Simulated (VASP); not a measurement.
Runs of VASP 6.6.1 on Re. It takes space group P6_3/mmc (No. 194, hexagonal). The conventional cell has a = 2.739 Å, b = 2.739 Å, c = 4.412 Å, α = 90.00°, β = 90.00°, γ = 120.00°. Within 3.6 Å of Re (site symmetry -6m2) lie 12 Re at 2.71 to 2.74 Å. 

```csv
k mesh,smearing,gap on the mesh (eV),pressure (GPa)
13 × 13 × 7,gaussian 1 eV,none,2.7
13 × 13 × 7,fermi-dirac 0.1 eV,none,0.0
5 × 5 × 3,fermi-dirac 0.1 eV,none,(b)
13 × 13 × 7,methfessel-paxton 0.6 eV,none,-0.2
13 × 13 × 7,gaussian 0.1 eV,none,-0.2
13 × 13 × 7,fermi-dirac 0.3 eV,none,(a)
11 × 11 × 6,fermi-dirac 0.1 eV,none,0.0
6 × 6 × 4,fermi-dirac 0.1 eV,none,0.9
13 × 13 × 7,methfessel-paxton 0.01 eV,none,-0.4
14 × 14 × 8,fermi-dirac 0.1 eV,none,0.1
```

Alike in all rows: task single point; level LDA; potentials or basis VASP PAW LDA potentials, release 64 (Re_sv_GW); no spin polarisation; cell as given; cutoff (eV) 560.

Question: Fill in the values left out.

Answer: (a) 1.6; (b) -2.1.

Caveats: some runs use coarse meshes; spin-orbit coupling is left out, which moves the levels of the heavy elements; so wide a smearing shifts energies and pressures (at least some runs).

A k mesh can miss the band edges, and the runs leave out spin-orbit coupling on Re.

A gap of «none» marks levels without a gap at the run's occupations.
